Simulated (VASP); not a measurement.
A run of VASP 6.6.1 is set up as follows.

The input INCAR:

```
SYSTEM = LaS
ALGO = Normal
EDIFF = 1E-6
ENCUT = 520
GGA = PS
ISIF = 2
ISMEAR = -1
LASPH = .True.
LCHARG = .False.
LREAL = .False.
LWAVE = .False.
NBANDS = 16
NELM = 60
PREC = Accurate
SIGMA = 0.15
```

The input KPOINTS:

```
k-points
0
Gamma
  8 8 8
  0 0 0
```

File POSCAR:

```
LaS
1.0
    0.0000000000      2.9270000000      2.9270000000
    2.9270000000      0.0000000000      2.9270000000
    2.9270000000      2.9270000000      0.0000000000
La S
1 1
Direct
    0.0000000000      0.0000000000      0.0000000000
    0.5000000000      0.5000000000      0.5000000000
```

Potentials or basis: VASP PAW PBE potentials, release 64 (La, S).

Command:

```console
$ cat potpaw_PBE.64/La/POTCAR potpaw_PBE.64/S/POTCAR > POTCAR
$ mpirun -np 1 vasp_std > vasp.out
```

Task: What does it give for the pressure?

Result: -2.0 GPa.

Caveat: the PAW data sets were made with another functional, which shifts forces and pressure a little.
